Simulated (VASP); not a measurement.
Wanted: the native input for a VASP 6.6.1 run.

| Property | Result |
| --- | --- |
| Task | single point |
| Functional | LDA |
| Potentials or basis | VASP PAW LDA potentials, release 64 (Sn_d) |
| Cutoff | 520 eV |
| k mesh | 9 × 9 × 9 |
| Occupations | fermi-dirac, width 0.03 eV |
| Spin | no spin polarisation |
| Dipole correction | no |
| Further INCAR settings | ALGO = Normal; EDIFF = 1e-06; NBANDS = 21 |

The structure of Sn lies in POSCAR:

```
Sn
1.0
    0.0000000000      3.1793446744      3.1793446744
    3.1793446744      0.0000000000      3.1793446744
    3.1793446744      3.1793446744      0.0000000000
Sn
2
Direct
    0.5000000000      0.5000000000      0.5000000000
    0.7500000000      0.7500000000      0.7500000000
```

This cell differs from its parent crystal: volume scaled by 0.94.

These files were run (other wordings do the same):

INCAR

```
  PREC = Accurate
  ENCUT = 520
  EDIFF = 1E-6
  ISMEAR = -1
  SIGMA = 0.03
  LREAL = F
  LASPH = T
  NELM = 100
  ALGO = Normal
  ISIF = 2
  LWAVE = F
  LCHARG = F
  NBANDS = 21
```

KPOINTS

```
regular mesh
0
Gamma
  9 9 9
```

Potentials or basis: VASP PAW LDA potentials, release 64 (Sn_d).

Launch:

```console
$ cat potpaw_LDA.64/Sn_d/POTCAR > POTCAR
$ mpirun -np 1 vasp_std > vasp.out
```

Results of the run:

| Property | Result |
| --- | --- |
| Pressure | 2.8 GPa |
| Band gap on the k mesh | zero (band 14 reaches 6.13 eV, above the bottom of band 15 at 6.09 eV) |

Caveat: spin-orbit coupling is left out, which moves the levels of the heavy elements.

Run time: 30 s on 1 thread of Intel(R) Xeon(R) Platinum 8375C CPU @ 2.90GHz (Ice Lake), on a shared host, peak memory 0.18 GiB.
